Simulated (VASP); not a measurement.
Wanted: the native input for a VASP 6.6.1 run.

- Task: single point
- Functional: r2SCAN
- Potentials or basis: VASP PAW PBE potentials, release 64 (Ga_d, S)
- Cutoff: 550 eV
- k mesh: 12 × 12 × 2
- Occupations: gaussian, width 0.01 eV
- Spin: no spin polarisation
- Dipole correction: no
- Further INCAR settings: ALGO = Normal; EDIFF = 1e-06; NBANDS = 48

The system is GaS.

```
CELL_PARAMETERS angstrom
3.57951 0.00000 0.00000
-1.78975 3.09994 0.00000
0.00000 0.00000 15.56312
ATOMIC_POSITIONS crystal
Ga 0.33333 0.66667 0.17170
Ga 0.66667 0.33333 0.67170
Ga 0.33333 0.66667 0.32830
Ga 0.66667 0.33333 0.82830
S 0.33333 0.66667 0.60286
S 0.66667 0.33333 0.10286
S 0.33333 0.66667 0.89714
S 0.66667 0.33333 0.39714
```

One way to write it, as run:

POSCAR

```
GaS
1.0
    3.5795059546      0.0000000000      0.0000000000
   -1.7897529773      3.0999430897      0.0000000000
    0.0000000000      0.0000000000     15.5631243876
Ga S
4 4
Direct
    0.3333333333      0.6666666667      0.1716952327
    0.6666666667      0.3333333333      0.6716952327
    0.3333333333      0.6666666667      0.3283047673
    0.6666666667      0.3333333333      0.8283047673
    0.3333333333      0.6666666667      0.6028569218
    0.6666666667      0.3333333333      0.1028569218
    0.3333333333      0.6666666667      0.8971430782
    0.6666666667      0.3333333333      0.3971430782
```

INCAR.step1

```
SYSTEM = GaS
ALGO = Normal ; EDIFF = 1E-5
ENCUT = 550 ; GGA = PE
GGA_COMPAT = .FALSE. ; ISMEAR = 0
LASPH = .TRUE. ; LCHARG = .FALSE.
LREAL = .FALSE. ; LWAVE = .TRUE.
NBANDS = 48 ; NELM = 120
PREC = Accurate ; SIGMA = 0.01
```

INCAR.step2

```
SYSTEM = GaS
ALGO = Normal ; EDIFF = 1E-6
ENCUT = 550 ; GGA_COMPAT = .FALSE.
ISIF = 2 ; ISMEAR = 0
ISTART = 1 ; LASPH = .TRUE.
LCHARG = .FALSE. ; LMIXTAU = .TRUE.
LREAL = .FALSE. ; LWAVE = .FALSE.
METAGGA = R2SCAN ; NBANDS = 48
NELM = 120 ; PREC = Accurate
SIGMA = 0.01
```

KPOINTS

```
k-points
0
G
  12 12 2
  0 0 0
```

Potentials or basis: VASP PAW PBE potentials, release 64 (Ga_d, S).

Command:

```bash
$ cat potpaw_PBE.64/Ga_d/POTCAR potpaw_PBE.64/S/POTCAR > POTCAR
$ cp INCAR.step1 INCAR
$ mpirun -np 1 vasp_std > vasp.out
$ cp INCAR.step2 INCAR
$ mpirun -np 1 vasp_std > vasp.out
```

Results of the run:

| Property | Result |
| --- | --- |
| Pressure | 0.8 GPa |
| Largest force | 0.021 eV/Å |
| Band gap on the k mesh | 1.92 eV (least direct gap 2.26 eV) |

Caveat: the PAW data sets were made with another functional, which shifts forces and pressure a little.

It took 44 min on 1 thread of Oxide Virtual Turin-like Processor (shared host), peak memory 0.46 GiB.
